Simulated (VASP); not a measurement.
Runs of VASP 6.6.1 on MnO2. The structure is that of space group R-3m (No. 166), or close to it. The cells are those of the table. 

| level | potentials or basis | U | cell | gap on the mesh (eV) | pressure (GPa) | moment (μB) | largest force (eV/Å) |
| --- | --- | --- | --- | --- | --- | --- | --- |
| LDA | VASP PAW LDA potentials, release 64 (Mn_pv, O) | - | a = 4.967 Å, angles 34.1°, 3 atoms | (b) | -17.4 | 3.00 | 1.21 |
| LDA | VASP PAW LDA potentials, release 64 (Mn_pv, O) | - | a = 4.839 Å, angles 34.1°, 3 atoms | 0.27 | -3.9 | 3.00 | 0.16 |
| LDA | VASP PAW LDA potentials, release 64 (Mn_pv, O) | - | a = 4.936 Å, angles 34.1°, 3 atoms | (d) | -14.6 | 3.00 | 0.98 |
| PBEsol+U | VASP PAW PBE potentials, release 64 (Mn_pv, O) | Mn d U = 3.0 eV | a = 5.145 Å, angles 32.4°, 3 atoms | 1.98 | 0.7 | 3.00 | 0.10 |
| r2SCAN | VASP PAW PBE potentials, release 64 (Mn_pv, O) | - | a = 4.967 Å, angles 34.1°, 3 atoms | 1.91 | (a) | 3.00 | 0.78 |
| PBEsol+U | VASP PAW PBE potentials, release 64 (Mn_pv, O) | Mn d U = 1.0 eV | a = 5.192 Å, angles 31.8°, 3 atoms | 1.33 | 1.0 | 3.00 | 0.09 |
| PBE | VASP PAW PBE potentials, release 64 (Mn_pv, O) | - | a = 4.872 Å, angles 34.1°, 3 atoms | 0.84 | 5.9 | 3.00 | 0.31 |
| PBEsol+U | VASP PAW PBE potentials, release 64 (Mn_pv, O) | Mn d U = 6.0 eV | a = 5.011 Å, angles 33.9°, 3 atoms | 1.21 | -0.6 | 3.00 | 0.03 |
| r2SCAN | VASP PAW PBE potentials, release 64 (Mn_pv, O) | - | a = 4.772 Å, angles 34.1°, 3 atoms | 1.69 | 15.5 | 3.00 | 1.02 |
| PBE | VASP PAW PBE potentials, release 64 (Mn_pv, O) | - | a = 4.936 Å, angles 34.1°, 3 atoms | 0.98 | -1.6 | 3.00 | 0.23 |
| PBEsol+U | VASP PAW PBE potentials, release 64 (Mn_pv, O) | Mn d U = 2.0 eV | a = 5.166 Å, angles 32.1°, 3 atoms | 1.93 | 0.9 | 3.00 | 0.10 |
| PBEsol+U | VASP PAW PBE potentials, release 64 (Mn_pv, O) | Mn d U = 8.0 eV | a = 4.819 Å, angles 36.3°, 3 atoms | 0.25 | (c) | 3.00 | 0.09 |

Alike in all rows: task single point; spin collinear, ferromagnetic start; k mesh 11 × 11 × 11; cutoff (eV) 520; smearing fermi-dirac 0.05 eV.

Problem. Estimate the missing entries.

Solution. (a) -10.1; (b) 0.55; (c) -2.2; (d) 0.49.

Caveats: a cell with one magnetic atom can't hold antiferromagnetic order, which such compounds often take; the PAW data sets were made with another functional, which shifts forces and pressure a little (some runs); forces of over 1 eV/Å act on the atoms, so gaps and moduli don't describe the material at rest (some runs).

A k mesh can miss the band edges.
